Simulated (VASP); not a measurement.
Input of a VASP 6.6.1 run:

File INCAR:

```
SYSTEM = BN
  PREC = Accurate
  ENCUT = 520
  EDIFF = 1E-7
  ISMEAR = 0
  SIGMA = 0.05
  LREAL = .False.
  LASPH = .True.
  NELM = 60
  ALGO = Normal
  ISIF = 2
  LWAVE = .False.
  LCHARG = .True.
  GGA = PS
  LELF = .True.
  LVHAR = .True.
  ISYM = 0
  NBANDS = 16
```

Contents of KPOINTS:

```
regular mesh
0
Gamma
  12 12 10
  0 0 0
```

POSCAR

```
BN
1.0
    1.2520973351     -2.1686962004      0.0000000000
    2.5041946702      0.0000000000      0.0000000000
    1.2520973351     -0.7228987335      6.9630584905
B N
2 2
Direct
    0.5001881527      0.5001881527      0.4994355420
    0.0001881527      0.0001881527      0.9994355420
    0.8335953473      0.8335953473      0.4992139580
    0.3335953473      0.3335953473      0.9992139580
```

Potentials or basis: VASP PAW PBE potentials, release 64 (B, N).

Launch:

```console
$ cat potpaw_PBE.64/B/POTCAR potpaw_PBE.64/N/POTCAR > POTCAR
$ mpirun -np 1 vasp_std > vasp.out
```

Task: What does it give for the band gap on the k mesh?

Result: 4.23 eV.

Task: Predict the pressure.

Result: 0.3 GPa.

Stress tensor (GPa, compression positive):
```
 0.49  0.00  0.00
 0.00  0.49  0.00
 0.00  0.00 -0.09
```

Caveat: the PAW data sets were made with another functional, which shifts forces and pressure a little; this functional lacks dispersion, which binds the layers, so the pressure and a relaxed spacing across them are unreliable. A k mesh can miss the band edges.
